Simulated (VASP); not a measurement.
Write the native input for VASP 6.6.1 that does the following.

```
Task                   : single point
Functional             : PBE
Potentials or basis    : VASP PAW PBE potentials, release 64 (Ti_sv, N)
Cutoff                 : 520 eV
k mesh                 : 13 × 13 × 13
Occupations            : fermi-dirac, width 0.05 eV
Spin                   : no spin polarisation
Dipole correction      : no
Further INCAR settings : ALGO = Normal; EDIFF = 1e-06; NBANDS = 16
```

The structure of TiN lies in POSCAR:

```
TiN
1.0
    0.0000000000      2.1290498857      2.1290498857
    2.1290498857      0.0000000000      2.1290498857
    2.1290498857      2.1290498857      0.0000000000
Ti N
1 1
Direct
    0.0000000000      0.0000000000      0.0000000000
    0.5000000000      0.5000000000      0.5000000000
```

This cell differs from its parent crystal: volume scaled by 1.01.

One way to write it, as run:

INCAR

```
SYSTEM = TiN
  PREC = Accurate
  ENCUT = 520
  EDIFF = 1E-6
  ISMEAR = -1
  SIGMA = 0.05
  LREAL = .False.
  LASPH = .True.
  NELM = 60
  ALGO = Normal
  ISIF = 2
  LWAVE = .False.
  LCHARG = .False.
  GGA = PE
  NBANDS = 16
```

KPOINTS

```
Automatic mesh
0
Gamma
  13 13 13
  0 0 0
```

Potentials or basis: VASP PAW PBE potentials, release 64 (Ti_sv, N).

The run is started by

```sh
$ cat potpaw_PBE.64/Ti_sv/POTCAR potpaw_PBE.64/N/POTCAR > POTCAR
$ mpirun -np 1 vasp_std > vasp.out
```

It gave:

* Pressure: -1.7 GPa

Wall time 24 s on 1 thread of Intel(R) Xeon(R) Platinum 8488C (Sapphire Rapids), with other jobs on the host, peak memory 0.15 GiB.
